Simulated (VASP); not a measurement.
Write the native input for VASP 6.6.1 that does the following.

```yaml
Task: single point
Functional: PBE
Potentials_or_basis: VASP PAW PBE potentials, release 64 (B, N)
Cutoff: 520 eV
k_mesh: 12 × 12 × 4
Occupations: gaussian, width 0.05 eV
Spin: no spin polarisation
Dipole_correction: no
Further_INCAR_settings: ALGO = Normal; EDIFF = 1e-07; NBANDS = 16
```

The structure of BN lies in POSCAR:

```
BN
1.0
    2.5039917043      0.0000000000      0.0000000000
   -1.2519958522      2.1685204268      0.0000000000
    0.0000000000      0.0000000000      6.6612000000
B N
2 2
Direct
    0.2798816352      0.6275373079      0.2500000000
    0.7201183648      0.3724626921      0.7500000000
    0.3867272400      0.7057537192      0.7500000000
    0.6132727600      0.2942462808      0.2500000000
```

This cell differs from its parent crystal: mode 4 (44.6 1/cm) frozen in, largest displacement -0.120 Å.

These files were run (other wordings do the same):

INCAR

```
SYSTEM = BN
ALGO     = Normal         ! electronic algorithm
EDIFF    = 1E-7           ! SCF threshold, eV
ENCUT    = 520            ! plane-wave cutoff, eV
GGA      = PE             ! functional
ISIF     = 2              ! what is computed and relaxed
ISMEAR   = 0              ! smearing method
LASPH    = .TRUE.         ! aspherical terms in the spheres
LCHARG   = .FALSE.        ! write CHGCAR
LREAL    = .FALSE.        ! projectors in reciprocal space
LWAVE    = .FALSE.        ! write WAVECAR
NBANDS   = 16             ! bands
NELM     = 80             ! most SCF steps
PREC     = Accurate       ! precision mode
SIGMA    = 0.05           ! smearing width, eV
```

KPOINTS

```
k-points
0
G
  12 12 4
  0 0 0
```

Potentials or basis: VASP PAW PBE potentials, release 64 (B, N).

Command:

```sh
$ cat potpaw_PBE.64/B/POTCAR potpaw_PBE.64/N/POTCAR > POTCAR
$ mpirun -np 1 vasp_std > vasp.out
```

Results of the run:

```json
{
 "Pressure": "3.4 GPa",
 "Largest force": "0.011 eV/Å",
 "Band gap on the k mesh": "3.86 eV, indirect (least direct gap 4.21 eV)"
}
```

Caveat: the cell differs from its parent crystal (mode 4 (44.6 1/cm) frozen in, largest displacement -0.120 Å); this functional lacks dispersion, which binds the layers, so the pressure and a relaxed spacing across them are unreliable.

Wall time 2.6 min on 1 thread of AMD EPYC 7R43 64-Core Processor (Zen 3), on a shared host, peak memory 0.19 GiB.
